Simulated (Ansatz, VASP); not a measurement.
Pb: VASP beside Ansatz

The input POSCAR:

```
Pb
1.0
    0.0000000000      2.4261899338      2.4261899338
    2.4261899338      0.0000000000      2.4261899338
    2.4261899338      2.4261899338      0.0000000000
Pb
1
Direct
    0.0000000000      0.0000000000      0.0000000000
```

File INCAR.step1:

```
PREC = Accurate ; ENCUT = 520
ISMEAR = 0 ; SIGMA = 0.05
LREAL = F ; LASPH = T
NELM = 100 ; NBANDS = 13
GGA = PE ; ALGO = Normal
EDIFF = 1E-4 ; LWAVE = T
LCHARG = F
```

INCAR.step2

```
PREC = Accurate ; ENCUT = 520
EDIFF = 1E-7 ; ISMEAR = 0
SIGMA = 0.05 ; LREAL = F
LASPH = T ; NELM = 100
ALGO = Normal ; ISIF = 2
LWAVE = F ; LCHARG = T
METAGGA = R2SCAN ; LMIXTAU = T
LELF = T ; LVHAR = T
NBANDS = 13 ; ISTART = 1
```

Contents of KPOINTS:

```
Automatic mesh
0
Gamma
  16 16 16
```

Input for Ansatz:

```yaml
crystal:
  lattice:
    - [0.0, 2.4261899338, 2.4261899338]
    - [2.4261899338, 0.0, 2.4261899338]
    - [2.4261899338, 2.4261899338, 0.0]
  atoms:
    - { symbol: Pb, position: [0.0, 0.0, 0.0] }
basis:
  ecutwfc: 500
  ecutrho_ratio: 4
kpoints:
  mp_grid: { grid: [16, 16, 16] }
hamiltonian:
  xc: r2scan
scf:
  occupations: { method: gaussian, width: 0.05 }
output:
  forces: true
  stress: true
  eigenvalues: true
```

Alike in both runs: task single point; functional r2SCAN; k mesh 16 × 16 × 16; occupations gaussian, width 0.05 eV; no spin polarisation.

```csv
,VASP,Ansatz
version,VASP 6.6.1,Ansatz 0.2.0
potentials or method,"VASP PAW PBE potentials, release 64 (Pb_d), cutoff 520 eV","scalar-relativistic, plane waves, PAW"
valence electrons in the cell,14,14
```

```csv
,VASP,Ansatz,Ansatz less VASP
gap on the k mesh at the Fermi level (eV),none,none,-
pressure (GPa),4.7,4.7,-0.01
```

VASP's potentials were made for PBE, not for r2SCAN. A gap of «none» marks a metal or a gap that the smearing closes.

Neither program's run includes spin-orbit coupling.
